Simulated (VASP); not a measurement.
Runs of VASP 6.6.1 on KF. The structure is that of space group Fm-3m (No. 225), or close to it. The cells are those of the table. 

```csv
cell,gap on the mesh (eV),pressure (GPa)
"a = 3.651, b = 3.716, c = 3.716 Å, angles 58.9, 60.6, 60.6°, 2 atoms",(a),-1.1
"a = 3.651, b = 3.683, c = 3.683 Å, angles 59.4, 60.3, 60.3°, 2 atoms",6.23,-0.5
"a = 3.651, b = 3.619, c = 3.619 Å, angles 60.6, 59.7, 59.7°, 2 atoms",6.41,(c)
"a = 3.651, b = 3.748, c = 3.748 Å, angles 58.3, 60.9, 60.9°, 2 atoms",(b),-1.6
```

Alike in all rows: task single point; level LDA; potentials or basis VASP PAW LDA potentials, release 64 (K_sv, F); no spin polarisation; k mesh 8 × 8 × 8; cutoff (eV) 520; smearing gaussian 0.05 eV.

Task: Estimate the missing entries.

Result: (a) 6.12; (b) 6.01; (c) 1.1.

A k mesh can miss the band edges.
